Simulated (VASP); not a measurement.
A run of VASP 6.6.1 is set up as follows.

File INCAR:

```
SYSTEM = SiGe2N2
PREC = Accurate ; ENCUT = 600
EDIFF = 1E-6 ; ISMEAR = 0
SIGMA = 0.1 ; LREAL = .False.
LASPH = .True. ; NELM = 60
ALGO = Normal ; ISIF = 3
LWAVE = .False. ; LCHARG = .False.
GGA = PE ; IBRION = 2
NSW = 90 ; EDIFFG = -0.04
```

Contents of KPOINTS:

```
regular mesh
0
Gamma
  4 4 4
  0 0 0
```

The input POSCAR:

```
SiGe2N2
1.0
    5.4966775773      0.0000000000      0.0000000000
    0.0000000000      5.4966775773      0.0000000000
    0.0000000000      0.0000000000      4.0280817337
Si Ge N
2 4 4
Direct
    0.0000000000      0.0000000000      0.0000000000
    0.5000000000      0.5000000000      0.0000000000
    0.3613000000      0.8613000000      0.5000000000
    0.1387000000      0.3613000000      0.5000000000
    0.6387000000      0.1387000000      0.5000000000
    0.8613000000      0.6387000000      0.5000000000
    0.1601000000      0.6601000000      0.5000000000
    0.3399000000      0.1601000000      0.5000000000
    0.8399000000      0.3399000000      0.5000000000
    0.6601000000      0.8399000000      0.5000000000
```

Potentials or basis: VASP PAW PBE potentials, release 64 (Si, Ge_d, N).

Launch:

```sh
$ cat potpaw_PBE.64/Si/POTCAR potpaw_PBE.64/Ge_d/POTCAR potpaw_PBE.64/N/POTCAR > POTCAR
$ mpirun -np 1 vasp_std > vasp.out
```

Q: Predict the band gap on the k mesh.

A: Zero (band 42 reaches 7.56 eV, above the bottom of band 43 at 6.11 eV).

Q: Estimate the space group after relaxing (to 0.05 Å).

A: P4/mbm (No. 127).

Forces in eV/Å, atoms in the order of the input:
```
Si   0.000  0.000  0.000
Si   0.000  0.000  0.000
Ge   0.002  0.002  0.000
Ge  -0.002  0.002  0.000
Ge  -0.002 -0.002  0.000
Ge   0.002 -0.002  0.000
N    0.016  0.016  0.000
N   -0.016  0.016  0.000
N   -0.016 -0.016  0.000
N    0.016 -0.016  0.000
```

Caveat: the k points lie up to 0.47 Å⁻¹ apart in the final cell.
